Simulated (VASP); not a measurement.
Here is a VASP 6.6.1 calculation.

Contents of INCAR:

```
PREC = Accurate
ENCUT = 520
EDIFF = 1E-7
ISMEAR = 0
SIGMA = 0.02
LREAL = F
LASPH = T
NELM = 120
ALGO = Normal
ISIF = 2
LWAVE = F
LCHARG = F
GGA = PE
IBRION = 2
NSW = 60
EDIFFG = -0.008
GGA_COMPAT = F
NELMIN = 4
```

Contents of KPOINTS:

```
regular mesh
0
Gamma
  6 6 4
```

POSCAR

```
ZrO2
1.0
    3.7839455155      0.0000000000      0.0000000000
    0.0000000000      3.7839455155      0.0000000000
    0.0000000000      0.0000000000      5.5201475723
Zr O
2 4
Direct
    0.0000000000      0.0000000000      0.0000000000
    0.5000000000      0.5000000000      0.5000000000
    0.0000000000      0.5000000000      0.3249293956
    0.0000000000      0.5000000000      0.8249293956
    0.5000000000      0.0000000000      0.6750706044
    0.5000000000      0.0000000000      0.1750706044
```

Potentials or basis: VASP PAW PBE potentials, release 64 (Zr_sv, O).

Launch:

```bash
$ cat potpaw_PBE.64/Zr_sv/POTCAR potpaw_PBE.64/O/POTCAR > POTCAR
$ mpirun -np 1 vasp_std > vasp.out
```

Question: Estimate the band gap on the k mesh.

Answer: 3.61 eV (least direct gap 3.83 eV).

Question: What does it give for the energy gained by relaxing?

Answer: 3.5 meV/atom.

Forces on the atoms (eV/Å):
```
Zr   0.000  0.000  0.000
Zr   0.000  0.000  0.000
O    0.000  0.000  0.003
O    0.000  0.000  0.003
O    0.000  0.000 -0.003
O    0.000  0.000 -0.003
```

Caveat: the cell differs from its parent crystal (equal strain along all axes, cell held: +4.5 %). A k mesh can miss the band edges.
